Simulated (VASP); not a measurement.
The system is CuO.

```xyz
4
Lattice="2.3446 -1.7134 0.0000 2.3446 1.7134 0.0000 -0.8605 0.0000 5.0594" Properties=species:S:1:pos:R:3 pbc="T T T"
Cu    1.1723    0.8457    0.0000
Cu    0.7420   -0.8457    2.5297
O     2.0724   -0.2841    1.2836
O     1.6421    0.2841    3.8133
```

Base run:

```yaml
Program: VASP 6.6.1
Functional: PBEsol
Potentials_or_basis: VASP PAW PBE potentials, release 64 (Cu, O)
Cutoff: 520 eV
k_mesh: 10 × 10 × 5
Occupations: fermi-dirac, width 0.05 eV
Spin: no spin polarisation
```

Its results: band gap on the k mesh zero (bands 17 and 18 overlap by 0.60 eV); pressure -2.0 GPa; largest force 0.756 eV/Å.

Problem. After a change of settings the same cell gave: band gap on the k mesh zero (bands 17 and 18 overlap by 0.60 eV); pressure 13.3 GPa; largest force 0.824 eV/Å. Which change was it?
A. hubbard terms from none to Cu d U = 5.3 eV
B. functional from PBEsol to PBE; k mesh from 10 × 10 × 5 to 4 × 4 × 3
C. functional from PBEsol to BLYP
D. functional from PBEsol to r2SCAN

Solution. C.

BLYP binds less tightly than PBEsol, so the same cell stands under more pressure.

Caveats: the PAW data sets were made with another functional, which shifts forces and pressure a little; semilocal functionals often make such compounds metallic where correlation or magnetic order opens a gap, which also shifts bond lengths; the cell stands under pressure (at least some runs).
